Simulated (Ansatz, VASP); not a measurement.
Fe3CoGe4 in VASP and in Ansatz

File INCAR:

```
PREC     = Accurate       # precision mode
ENCUT    = 520            # plane-wave cutoff, eV
EDIFF    = 1E-6           # SCF threshold, eV
ISMEAR   = 0              # smearing method
SIGMA    = 0.1            # smearing width, eV
LREAL    = False          # projectors in reciprocal space
LASPH    = True           # aspherical terms in the spheres
NELM     = 150            # most SCF steps
ALGO     = Normal         # electronic algorithm
ISIF     = 2              # what is computed and relaxed
LWAVE    = False          # write WAVECAR
LCHARG   = True           # write CHGCAR
ISPIN    = 2              # spin polarisation
MAGMOM   = 0 0 0 0 2.1 2.1 2.1 0.74 # initial moments
LORBIT   = 11             # projections on sites
LMAXMIX  = 4              # l up to which the mixer works
GGA      = PE             # functional
LELF     = True           # ELF
LVHAR    = True         
NBANDS   = 58             # bands
```

Contents of KPOINTS:

```
regular mesh
0
Gamma
  6 6 4
```

File POSCAR:

```
Fe3CoGe4
1.0
    5.9839668000     -1.9624351000      0.0000000000
    5.9839668000      1.9624351000      0.0000000000
   -1.2408901000      0.0000000000      4.7320451000
Ge Fe Co
4 3 1
Direct
    0.1843770000      0.1843770000      0.8431890000
    0.8156230000      0.8156230000      0.1568110000
    0.4293050000      0.4293050000      0.6992490000
    0.5706950000      0.5706950000      0.3007510000
    0.0000000000      0.0000000000      0.0000000000
    0.7935240000      0.7935240000      0.6388480000
    0.2064760000      0.2064760000      0.3611520000
    0.0000000000      0.0000000000      0.5000000000
```

Input for Ansatz:

```yaml
crystal:
  lattice:
    - [5.9839668, -1.9624351, 0.0]
    - [5.9839668, 1.9624351, 0.0]
    - [-1.2408901, 0.0, 4.7320451]
  atoms:
    - { symbol: Ge, position: [0.184377, 0.184377, 0.843189] }
    - { symbol: Ge, position: [0.815623, 0.815623, 0.156811] }
    - { symbol: Ge, position: [0.429305, 0.429305, 0.699249] }
    - { symbol: Ge, position: [0.570695, 0.570695, 0.300751] }
    - { symbol: Fe, position: [0.0, 0.0, 0.0], spin: 2.1 }
    - { symbol: Fe, position: [0.793524, 0.793524, 0.638848], spin: 2.1 }
    - { symbol: Fe, position: [0.206476, 0.206476, 0.361152], spin: 2.1 }
    - { symbol: Co, position: [0.0, 0.0, 0.5], spin: 0.74 }
basis:
  ecutwfc: 420
kpoints:
  mp_grid: { grid: [6, 6, 4] }
hamiltonian:
  xc: pbe
scf:
  occupations: { method: gaussian, width: 0.1 }
  lower_state_search: "off"
output:
  forces: true
  stress: true
  eigenvalues: true
  populations: true
magnetization:
  spin_polarized: true
```

Alike in both runs: task single point; functional PBE; k mesh 6 × 6 × 4; occupations gaussian, width 0.1 eV; collinear spin.

|  | VASP | Ansatz |
| --- | --- | --- |
| version | VASP 6.6.1 | Ansatz 0.2.0 |
| potentials or method | VASP PAW PBE potentials, release 64 (Ge_d, Fe, Co), cutoff 520 eV | scalar-relativistic, plane waves, PAW |
| valence electrons in the cell | 89 | 121 |

```csv
,VASP,Ansatz,Ansatz less VASP
gap on the k mesh at the Fermi level (eV),none,none,-
pressure (GPa),0.2,0.1,-0.02
"traceless stress, the component that is largest in VASP (GPa)",-0.18,-0.12,+0.056
rms of the force components (eV/Å),0.009,0.009,+0.0004
net moment per atom (μB),0.78,0.78,+0.002
size of the moment on the site where the two differ most (μB),0.70,0.73,+0.024
```

Site moments also hang on the region over which each program counts them. Atom by atom the forces differ by 0.003 eV/Å (rms over components). A gap of «none» marks a metal or a gap that the smearing closes. VASP's potentials hold 89 valence electrons a cell and Ansatz's 121, so a difference there can come from the potentials and not from the codes.
